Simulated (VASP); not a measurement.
Write the native input for VASP 6.6.1 that does the following.

| Item | Value |
| --- | --- |
| Task | single point |
| Functional | r2SCAN |
| Potentials or basis | VASP PAW PBE potentials, release 64 (Ti_sv, P, O) |
| Cutoff | 520 eV |
| k mesh | 7 × 7 × 3 |
| Occupations | gaussian, width 0.005 eV |
| Spin | no spin polarisation |
| Dipole correction | no |
| Further INCAR settings | ALGO = Normal; EDIFF = 1e-06; NBANDS = 36 |

Crystal: Ti3PO2.

```
Ti P O
1.0
     3.17241    0.00000    0.00000
    -1.58621    2.74739    0.00000
     0.00000    0.00000    8.02282
Ti P O
3 1 2
Direct
  0.00633 0.01194 0.99769
  0.66638 0.33508 0.29055
  0.30967 0.66150 0.70313
  0.99490 0.00851 0.49484
  0.64068 0.32032 0.85031
  0.32827 0.67637 0.13760
```

One way to write it, as run:

POSCAR

```
Ti3PO2
1.0
    3.1724101510      0.0000000000      0.0000000000
   -1.5862050755      2.7473877820      0.0000000000
    0.0000000000      0.0000000000      8.0228210000
Ti P O
3 1 2
Direct
    0.0063260000      0.0119380000     -0.0023080000
    0.6663750000      0.3350840000      0.2905500000
    0.3096740000      0.6614990000      0.7031260000
   -0.0050960000      0.0085090000      0.4948450000
    0.6406770000      0.3203160000      0.8503140000
    0.3282720000      0.6763660000      0.1376010000
```

INCAR.step1

```
PREC = Accurate
ENCUT = 520
ISMEAR = 0
SIGMA = 0.005
LREAL = F
LASPH = T
NELM = 80
NBANDS = 36
GGA = PE
ALGO = Normal
EDIFF = 1E-4
LWAVE = T
LCHARG = F
```

INCAR.step2

```
PREC = Accurate
ENCUT = 520
EDIFF = 1E-6
ISMEAR = 0
SIGMA = 0.005
LREAL = F
LASPH = T
NELM = 80
ALGO = Normal
ISIF = 2
LWAVE = F
LCHARG = T
METAGGA = R2SCAN
LMIXTAU = T
LELF = T
LVHAR = T
NBANDS = 36
ISTART = 1
```

KPOINTS

```
Automatic mesh
0
Gamma
  7 7 3
```

Potentials or basis: VASP PAW PBE potentials, release 64 (Ti_sv, P, O).

Launch:

```console
$ cat potpaw_PBE.64/Ti_sv/POTCAR potpaw_PBE.64/P/POTCAR potpaw_PBE.64/O/POTCAR > POTCAR
$ cp INCAR.step1 INCAR
$ mpirun -np 1 vasp_std > vasp.out
$ cp INCAR.step2 INCAR
$ mpirun -np 1 vasp_std > vasp.out
```

It gave:

| Quantity | Value |
| --- | --- |
| Pressure | -1.9 GPa |
| Largest force | 0.526 eV/Å |
| Band gap on the k mesh | zero (an odd number of electrons rules out a gap without spin polarisation) |

Caveat: the PAW data sets were made with another functional, which shifts forces and pressure a little; an odd number of electrons without spin polarisation forces a metal; a magnetic or distorted state may lie lower.

Wall time 8.3 min on 1 thread of Intel(R) Xeon(R) Platinum 8488C (Sapphire Rapids), on a shared host, peak memory 0.29 GiB.
